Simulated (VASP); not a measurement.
Input of a VASP 6.6.1 run:

File INCAR:

```
PREC = Accurate
ENCUT = 750
EDIFF = 1E-6
ISMEAR = 0
SIGMA = 0.02
LREAL = F
LASPH = T
NELM = 120
ALGO = Normal
ISIF = 2
LWAVE = F
LCHARG = F
GGA = CA
NBANDS = 45
GGA_COMPAT = F
```

Contents of KPOINTS:

```
regular mesh
0
Gamma
  6 6 6
```

File POSCAR:

```
LiNbO3
1.0
    2.5052457666      1.4464043177      4.5250836129
   -2.5052457666      1.4464043177      4.5250836129
    0.0000000000     -2.8928086356      4.5250836128
Li Nb O
2 2 6
Direct
    0.7045859815      0.7045859815      0.7045859815
    0.2045859815      0.2045859815      0.2045859815
    0.9892126761      0.9892126761      0.9892126761
    0.4892126761      0.4892126761      0.4892126761
    0.8865511454      0.2717043829      0.6143946043
    0.6143946043      0.8865511454      0.2717043829
    0.2717043829      0.6143946043      0.8865511454
    0.7717043829      0.3865511454      0.1143946043
    0.3865511454      0.1143946043      0.7717043829
    0.1143946043      0.7717043829      0.3865511454
```

Potentials or basis: VASP PAW LDA potentials, release 64 (Li_sv, Nb_sv, O).

Launch:

```sh
$ cat potpaw_LDA.64/Li_sv/POTCAR potpaw_LDA.64/Nb_sv/POTCAR potpaw_LDA.64/O/POTCAR > POTCAR
$ mpirun -np 1 vasp_std > vasp.out
```

Task: Predict the pressure.

Result: 4.2 GPa.

Task: Estimate the band gap on the k mesh.

Result: 3.56 eV (least direct gap 3.62 eV).

Forces on the atoms (eV/Å):
```
Li   0.000  0.000  0.001
Li   0.000  0.000  0.001
Nb   0.000  0.000  0.064
Nb   0.000  0.000  0.064
O   -0.019  0.022 -0.022
O   -0.009 -0.028 -0.022
O    0.029  0.006 -0.022
O    0.019  0.022 -0.022
O    0.009 -0.028 -0.022
O   -0.029  0.006 -0.022
```

Caveat: the cell stands under pressure. A k mesh can miss the band edges.
